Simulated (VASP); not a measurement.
Wanted: the native input for a VASP 6.6.1 run.

- Task: relaxation of the atoms
- Functional: LDA
- Potentials or basis: VASP PAW LDA potentials, release 64 (Nb_sv)
- Cutoff: 520 eV
- k mesh: 10 × 10 × 1
- Occupations: gaussian, width 0.1 eV
- Spin: no spin polarisation
- Dipole correction: yes
- Atoms held fixed (from 0): [0]
- Further INCAR settings: ALGO = Normal; EDIFF = 1e-06; IBRION = 2; EDIFFG = -0.03; NSW = 70

The structure of Nb lies in POSCAR:

```
Nb
1.0
    2.9270177637      0.0000000000      0.0000000000
    0.0000000000      2.9270177637      0.0000000000
    0.0000000000      0.0000000000     18.1394282187
Nb
3
Selective dynamics
Direct
    0.5000000000      0.5000000000      0.3858997051  F F F
    0.0000000000      0.0000000000      0.5000000000  T T T
    0.5000000000      0.5000000000      0.6141002949  T T T
```

The input as run:

INCAR

```
SYSTEM = Nb
  ALGO = Normal
  DIPOL = 0.5 0.5 0.500
  EDIFF = 1E-6
  EDIFFG = -0.03
  ENCUT = 520
  GGA = CA
  IBRION = 2
  IDIPOL = 3
  ISIF = 2
  ISMEAR = 0
  LASPH = .TRUE.
  LCHARG = .FALSE.
  LDIPOL = .TRUE.
  LREAL = .FALSE.
  LUSENCCL = .FALSE.
  LWAVE = .FALSE.
  NELM = 80
  NSW = 70
  PREC = Accurate
  SIGMA = 0.1
```

KPOINTS

```
k-points
0
G
  10 10 1
  0 0 0
```

Potentials or basis: VASP PAW LDA potentials, release 64 (Nb_sv).

The run is started by

```sh
$ cat potpaw_LDA.64/Nb_sv/POTCAR > POTCAR
$ mpirun -np 1 vasp_std > vasp.out
```

Results of the run:

* Energy gained by relaxing: 1.4 meV/atom
* Ionic steps: 9
* Band gap on the k mesh: zero (an odd number of electrons rules out a gap without spin polarisation)

It took 6.3 min on 1 × NVIDIA H100 80GB with 1 thread of AMD EPYC 7R13 Processor (Zen 3) (shared host), peak memory 1.3 GiB.
